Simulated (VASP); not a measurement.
Set up this calculation in VASP 6.6.1, as the native input.

```yaml
Task: electric field gradients
Functional: LDA
Potentials_or_basis: VASP PAW LDA potentials, release 64 (K_sv, Cl)
Cutoff: 520 eV
k_mesh: 7 × 7 × 7
Occupations: fermi-dirac, width 0.03 eV
Spin: no spin polarisation
Dipole_correction: no
Further_INCAR_settings: ALGO = Normal; EDIFF = 1e-08; NBANDS = 15
```

The structure of KCl lies in POSCAR:

```
KCl
1.0
    0.0000000000      3.1561000000      3.0614170000
    3.1561000000      0.0000000000      3.0614170000
    3.1561000000      3.1561000000      0.0000000000
K Cl
1 1
Direct
    0.0000000000      0.0000000000      0.0000000000
    0.5000000000      0.5000000000      0.5000000000
```

This cell differs from its parent crystal: zz strain of -3 %.

The input as run:

INCAR

```
  PREC = Accurate
  ENCUT = 520
  EDIFF = 1E-8
  ISMEAR = -1
  SIGMA = 0.03
  LREAL = F
  LASPH = T
  NELM = 80
  ALGO = Normal
  ISIF = 2
  LWAVE = F
  LCHARG = F
  GGA = CA
  LEFG = T
  NBANDS = 15
```

KPOINTS

```
regular mesh
0
Gamma
  7 7 7
```

Potentials or basis: VASP PAW LDA potentials, release 64 (K_sv, Cl).

Launch:

```bash
$ cat potpaw_LDA.64/K_sv/POTCAR potpaw_LDA.64/Cl/POTCAR > POTCAR
$ mpirun -np 1 vasp_std > vasp.out
```

Results of the run:

| Quantity | Value |
| --- | --- |
| Pressure | -1.5 GPa |
| Band gap on the k mesh | 4.80 eV |
| Largest electric field gradient by atom | K -6.3; Cl -3.9 V/Å² |

Caveat: the cell differs from its parent crystal (zz strain of -3 %); without QUAD_EFG the Cq values of the log hold for a quadrupole moment of 1 mb, not for the nuclei.

Wall time 32 s on 1 thread of Intel(R) Xeon(R) Platinum 8259CL CPU @ 2.50GHz (Skylake/Cascade Lake), with other jobs on the host, peak memory 0.18 GiB.
